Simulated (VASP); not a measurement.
# SiO2: single point with LDA

The system is SiO2.

```xyz
6
Lattice="4.0667 0.0000 0.0000 0.0000 4.0667 0.0000 0.0000 0.0000 2.5116" Properties=species:S:1:pos:R:3 pbc="T T T"
Si    2.0334    2.0334    1.2558
Si    0.0000    0.0000    0.0000
O     2.8240    2.8240    0.0000
O     0.7907    3.2761    1.2558
O     1.2427    1.2427    0.0000
O     3.2761    0.7907    1.2558
```

```
Program                : VASP 6.6.1
Task                   : single point
Functional             : LDA
Potentials or basis    : VASP PAW LDA potentials, release 64 (Si, O)
Cutoff                 : 520 eV
k mesh                 : 6 × 6 × 10
Occupations            : gaussian, width 0.05 eV
Spin                   : no spin polarisation
Dipole correction      : no
Further INCAR settings : ALGO = Normal; EDIFF = 1e-07; NBANDS = 25
```

```yaml
Pressure: 45.9 GPa
Largest_force: 0.765 eV/Å
Band_gap_on_the_k_mesh: 7.38 eV
```

Forces in eV/Å, atoms in the order of the input:
```
Si   0.000  0.000  0.000
Si   0.000  0.000  0.000
O    0.541  0.541  0.000
O    0.541 -0.541  0.000
O   -0.541 -0.541  0.000
O   -0.541  0.541  0.000
```

Stress tensor (GPa, compression positive):
```
35.00  0.00  0.00
 0.00 35.00  0.00
 0.00  0.00 67.73
```

Levels at points of the mesh, in eV from the valence-band top:
```
           k point  band 12  band 13  band 14  band 15  band 16  band 17  band 18  band 19  band 20  band 21
(0.00, 0.00, 0.00)    -3.30    -2.45    -1.00    -1.00     0.00     7.38     7.88     9.84     9.84    11.00
(0.50, 0.00, 0.00)    -4.52    -2.78    -2.78    -1.24    -1.24     9.39     9.39    10.31    10.31    11.29
(0.50, 0.50, 0.00)    -3.44    -2.89    -2.89    -2.85    -2.85     8.95     8.95    11.30    11.30    13.62
(0.00, 0.00, 0.50)    -5.19    -3.63    -3.63    -3.16    -3.16    10.36    10.36    13.63    13.63    13.64
(0.50, 0.00, 0.50)    -4.61    -2.67    -2.67    -2.09    -2.09     9.59     9.59    10.69    10.69    12.50
(0.50, 0.50, 0.50)    -5.04    -2.09    -2.09    -1.84    -1.84     8.35     8.35    11.49    11.49    11.72
```

It took 67 s on 1 thread of Intel Xeon 8259CL (shared host), peak memory 0.16 GiB.

Caveat: the cell stands under pressure. A k mesh can miss the band edges.
